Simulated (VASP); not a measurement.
H:

```xyz
4
Lattice="3.8401 0.0000 0.0000 -1.9201 3.3257 0.0000 0.0000 0.0000 5.0467" Properties=species:S:1:pos:R:3 pbc="T T T"
H     0.0000    2.2171    0.8907
H     1.9201    1.1086    3.4140
H     1.9201    1.1086    4.1559
H     0.0000    2.2171    1.6326
```

- Program: VASP 6.6.1
- Task: relaxation of cell and atoms
- Functional: PBEsol
- Potentials or basis: VASP PAW PBE potentials, release 64 (H)
- Cutoff: 600 eV
- k mesh: 6 × 6 × 4
- Occupations: gaussian, width 0.1 eV
- Spin: no spin polarisation

At the start: pressure 0.7 GPa; volume 16.11 Å³/atom.

Question: Where does the relaxation end?

Answer: Over 3 steps the energy falls by 2.5 meV/atom and the volume is 16.15 Å³/atom (+0.3 %); space group P6_3/mmc (No. 194, to 0.1 Å) before and after.

Step by step:
```
step  energy change (eV)  largest force (eV/Å)  pressure (GPa)  volume (Å³)
   1              0.0000                0.5994            0.69        64.45
   2              0.0619                1.3895           -1.90        65.10
   3             -0.0100                0.0111           -0.06        64.62
```

Final structure:
```
H
1.0
     3.83995    0.00000    0.00000
    -1.91997    3.32549    0.00000
     0.00000    0.00000    5.06029
H
4
Direct
  0.33333 0.66667 0.17497
  0.66667 0.33333 0.67497
  0.66667 0.33333 0.82503
  0.33333 0.66667 0.32503
```

Caveat: this functional lacks dispersion, which holds the molecules together, so the pressure and a relaxed volume are unreliable; the PAW data sets were made with another functional, which shifts forces and pressure a little.
